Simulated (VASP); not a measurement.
**Si16O (a cell with a defect): single point with r2SCAN**

System: Si16O (a cell with a defect).

```
CELL_PARAMETERS angstrom
0.00000 5.44370 -5.44370
5.44370 5.44370 0.00000
5.44370 0.00000 -5.44370
ATOMIC_POSITIONS crystal
Si 0.14496 0.13084 0.12855
Si 0.11573 0.62680 0.12361
Si 0.62315 0.08285 0.12326
Si 0.61242 0.59991 0.11251
Si 0.13278 0.12449 0.63277
Si 0.12216 0.62991 0.62222
Si 0.62854 0.13085 0.64513
Si 0.62359 0.62680 0.61581
Si 0.23950 0.75471 0.24768
Si 0.26181 0.25396 0.25723
Si 0.74141 0.71251 0.24147
Si 0.77728 0.24408 0.27744
Si 0.24912 0.75044 0.74915
Si 0.25473 0.25599 0.75474
Si 0.74762 0.75472 0.73960
Si 0.75726 0.25398 0.76194
O 0.75419 0.05574 0.25461
```

| Item | Value |
| --- | --- |
| Program | VASP 6.6.1 |
| Task | single point |
| Functional | r2SCAN |
| Potentials or basis | VASP PAW PBE potentials, release 64 (Si, O) |
| Cutoff | 520 eV |
| k mesh | 2 × 2 × 2 |
| Occupations | gaussian, width 0.02 eV |
| Spin | no spin polarisation |
| Dipole correction | no |
| Further INCAR settings | LREAL = Auto; ALGO = Normal; EDIFF = 1e-06; NBANDS = 49 |

The pressure is 2.6 GPa and the largest force is 0.068 eV/Å. The band gap on the k mesh is 0.70 eV.

Forces in eV/Å, atoms in the order of the input:
```
Si   0.004 -0.002  0.004
Si  -0.001 -0.003 -0.003
Si  -0.032 -0.032  0.051
Si   0.005  0.005 -0.012
Si   0.002  0.002  0.002
Si   0.001  0.000 -0.001
Si  -0.003  0.004  0.004
Si  -0.003 -0.001 -0.004
Si  -0.001 -0.001 -0.001
Si  -0.008 -0.003  0.003
Si   0.009  0.008  0.002
Si   0.042  0.043 -0.027
Si   0.000  0.000  0.000
Si  -0.001 -0.002 -0.004
Si  -0.001 -0.001 -0.001
Si  -0.003 -0.009  0.003
O   -0.011 -0.010 -0.017
```

Stress tensor (GPa, compression positive):
```
 2.72  1.23 -1.73
 1.23  2.72 -1.73
-1.73 -1.73  2.42
```

Levels at points of the mesh, in eV from the valence-band top:
```
           k point  band 32  band 33  band 34  band 35  band 36  band 37  band 38  band 39
(0.00, 0.00, 0.00)    -1.01    -0.33    -0.05     0.00     0.70     1.01     1.04     1.21
(0.50, 0.00, 0.00)    -1.30    -0.81    -0.65    -0.61     1.51     1.71     1.84     1.95
(0.00, 0.50, 0.00)    -1.27    -0.87    -0.69    -0.55     1.56     1.67     1.84     1.96
(0.00, 0.00, 0.50)    -1.30    -0.81    -0.65    -0.61     1.51     1.71     1.84     1.95
(0.50, 0.50, 0.50)    -0.78    -0.74    -0.61    -0.05     1.40     1.70     1.75     1.82
(0.50, 0.50, 0.00)    -1.49    -1.38    -1.19    -0.81     1.57     1.70     2.61     2.71
(0.00, 0.50, 0.50)    -1.49    -1.38    -1.19    -0.81     1.57     1.70     2.61     2.71
(0.50, 0.00, 0.50)    -1.54    -1.39    -1.27    -0.24     1.37     1.69     2.59     2.65
```

Run time: 7.3 min on 1 thread of Intel(R) Xeon(R) 6975P-C (Granite Rapids), with other jobs on the host, peak memory 0.54 GiB.

Caveat: the k points lie up to 0.50 Å⁻¹ apart; the PAW data sets were made with another functional, which shifts forces and pressure a little.
